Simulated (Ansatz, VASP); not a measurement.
## O in VASP and in Ansatz

INCAR

```
SYSTEM = O
  PREC = Accurate
  ENCUT = 520
  EDIFF = 1E-7
  ISMEAR = -1
  SIGMA = 0.03
  LREAL = .FALSE.
  LASPH = .TRUE.
  NELM = 60
  ALGO = Normal
  ISIF = 2
  LWAVE = .FALSE.
  LCHARG = .FALSE.
  GGA = PE
  NBANDS = 13
```

The input KPOINTS:

```
Automatic mesh
0
G
  6 6 6
  0 0 0
```

The input POSCAR:

```
O
1.0
    0.0000000000      2.1075500000      3.3448500000
    1.4783500000      0.0000000000      3.3448500000
    1.4783500000      2.1075500000      0.0000000000
O
2
Direct
    0.0871000000      0.0871000000      0.9129000000
    0.9129000000      0.9129000000      0.0871000000
```

Input for Ansatz:

```yaml
crystal:
  lattice:
    - [0.0, 2.10755, 3.34485]
    - [1.47835, 0.0, 3.34485]
    - [1.47835, 2.10755, 0.0]
  atoms:
    - { symbol: O, position: [0.0871, 0.0871, 0.9129] }
    - { symbol: O, position: [0.9129, 0.9129, 0.0871] }
kpoints:
  mp_grid: { grid: [6, 6, 6] }
scf:
  occupations: { method: fermi_dirac, width: 0.03 }
hamiltonian:
  xc: pbe
  pseudopotentials: { kind: all_electron, lapw: { basis_error: 0.001 } }
output:
  forces: true
  stress: true
  eigenvalues: true
```

Alike in both runs: task single point; functional PBE; k mesh 6 × 6 × 6; occupations fermi-dirac, width 0.03 eV; no spin polarisation.

|  | VASP | Ansatz |
| --- | --- | --- |
| version | VASP 6.6.1 | Ansatz 0.2.0 |
| potentials or method | VASP PAW PBE potentials, release 64 (O), cutoff 520 eV | all-electron LAPW, scalar-relativistic |

|  | VASP | Ansatz | Ansatz less VASP |
| --- | --- | --- | --- |
| pressure (GPa) | 18.0 | 12.9 | -5.16 |
| traceless stress, the component that is largest in VASP (GPa) | 44.17 | 32.99 | -11.182 |
| rms of the force components (eV/Å) | 3.316 | 2.219 | -1.0967 |

Atom by atom the forces differ by 1.097 eV/Å (rms over components). Ansatz ran all-electron here, and VASP with PAW potentials.

The k mesh is coarse, so the values compare programs but aren't converged. Noted on VASP's run: the standard files for N, O and F lose accuracy on very short bonds; spin is off for a triplet molecule.
